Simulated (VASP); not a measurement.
A run of VASP 6.6.1 is set up as follows.

Contents of INCAR:

```
PREC = Accurate ; ENCUT = 600
EDIFF = 1E-6 ; ISMEAR = -1
SIGMA = 0.1 ; LREAL = False
LASPH = True ; NELM = 80
ALGO = Normal ; ISIF = 3
LWAVE = False ; LCHARG = False
GGA = PS ; IBRION = 2
NSW = 100 ; EDIFFG = -0.002
PSTRESS = 20.0
```

Contents of KPOINTS:

```
Automatic mesh
0
Gamma
  14 14 14
```

Contents of POSCAR:

```
LuH2
1.0
    0.0000000000      2.4795139380      2.4795139380
    2.4795139380      0.0000000000      2.4795139380
    2.4795139380      2.4795139380      0.0000000000
Lu H
1 2
Direct
    0.0000000000      0.0000000000      0.0000000000
    0.2500000000      0.2500000000      0.2500000000
    0.7500000000      0.7500000000      0.7500000000
```

Potentials or basis: VASP PAW PBE potentials, release 64 (Lu, H).

Run with:

```sh
$ cat potpaw_PBE.64/Lu/POTCAR potpaw_PBE.64/H/POTCAR > POTCAR
$ mpirun -np 1 vasp_std > vasp.out
```

Task: Estimate the band gap on the k mesh.

Result: Zero (an odd number of electrons rules out a gap without spin polarisation).

Task: Predict the space group after relaxing (to 0.1 Å).

Result: Fm-3m (No. 225).

Task: Estimate the relaxed cell.

Result: a = 3.489 Å, b = 3.489 Å, c = 3.489 Å, α = 60.00°, β = 60.00°, γ = 60.00°.

Task: What does it give for the relaxed volume?

Result: 10.01 Å³/atom.

Step by step:
| step | energy change (eV) | largest force (eV/Å) | pressure (GPa) | volume (Å³) |
| --- | --- | --- | --- | --- |
| 1 | 0.0000 | 0.0000 | 0.36 | 30.49 |
| 2 | 0.0033 | 0.0000 | 1.86 | 30.03 |
| 3 | 0.0042 | 0.0000 | 2.17 | 29.97 |
| 4 | 0.0037 | 0.0000 | 2.15 | 30.00 |
| 5 | 0.0035 | 0.0000 | 2.05 | 30.02 |
| 6 | 0.0033 | 0.0000 | 2.00 | 30.03 |

Caveat: the cell is relaxed towards a set pressure, so the run minimises the enthalpy, not the energy; the PAW data sets were made with another functional, which shifts forces and pressure a little; spin-orbit coupling is left out, which moves the levels of the heavy elements.
